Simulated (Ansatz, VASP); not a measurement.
BN: VASP beside Ansatz

```
B N
1.0
     2.51198    0.00000    0.00000
    -1.25599    2.17544    0.00000
     0.00000    0.00000    7.84675
B N
2 2
Direct
  0.66667 0.33333 0.25000
  0.33333 0.66667 0.75000
  0.33333 0.66667 0.25000
  0.66667 0.33333 0.75000
```

Alike in both runs: task relaxation of cell and atoms; functional PBE; k mesh 12 × 12 × 4; occupations gaussian, width 0.02 eV; no spin polarisation.

|  | VASP | Ansatz |
| --- | --- | --- |
| version | VASP 6.6.1 | Ansatz 0.2.0 |
| potentials or method | VASP PAW PBE potentials, release 64 (B, N), cutoff 600 eV | scalar-relativistic, plane waves, PAW |
| valence electrons in the cell | 16 | 16 |

Ansatz gave:

| Quantity | Value |
| --- | --- |
| gap on the k mesh at the Fermi level, each at its own relaxed structure (eV) | 4.40 |
| relaxed volume (Å³/atom) | 11.39 |
| relaxed cell length with the largest relative difference (Å) | 8.334 |

Task: What did VASP give for the same quantities?

Result: gap on the k mesh at the Fermi level, each at its own relaxed structure (eV): 4.50; relaxed volume (Å³/atom): 10.72; relaxed cell length with the largest relative difference (Å): 7.847.

One of these differences is far larger than is usual between the two programs; its cause wasn't traced.

Noted on VASP's run: the relaxation stopped at its first step, so nothing moved.
